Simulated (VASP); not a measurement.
A run of VASP 6.6.1 is set up as follows.

INCAR

```
SYSTEM = TiO2
PREC = Accurate ; ENCUT = 520
EDIFF = 1E-6 ; ISMEAR = 0
SIGMA = 0.01 ; LREAL = .False.
LASPH = .True. ; NELM = 80
ALGO = Normal ; ISIF = 2
LWAVE = .False. ; LCHARG = .False.
GGA = PE ; NBANDS = 33
```

File KPOINTS:

```
regular mesh
0
Gamma
  4 4 4
  0 0 0
```

File POSCAR:

```
TiO2
1.0
    4.5998373239      0.0000000000      0.0000000000
    0.0000000000      4.5998373239      0.0000000000
    0.0000000000      0.0000000000      2.9592135600
Ti O
2 4
Direct
    0.0000000000      0.0000000000      0.5000000000
    0.5000000000      0.5000000000      0.0000000000
    0.3043213200      0.3043213200      0.5000000000
    0.1956786800      0.8043213200      0.0000000000
    0.8043213200      0.1956786800      0.0000000000
    0.6956786800      0.6956786800      0.5000000000
```

Potentials or basis: VASP PAW PBE potentials, release 64 (Ti_sv, O).

Launch:

```console
$ cat potpaw_PBE.64/Ti_sv/POTCAR potpaw_PBE.64/O/POTCAR > POTCAR
$ mpirun -np 1 vasp_std > vasp.out
```

Problem. Estimate the largest force.

Solution. 0.022 eV/Å.

Problem. What does it give for the pressure?

Solution. 5.0 GPa.

Forces in eV/Å, atoms in the order of the input:
```
Ti   0.000  0.000  0.000
Ti   0.000  0.000  0.000
O   -0.016 -0.016  0.000
O    0.016 -0.016  0.000
O   -0.016  0.016  0.000
O    0.016  0.016  0.000
```

Caveat: the k points lie up to 0.53 Å⁻¹ apart.
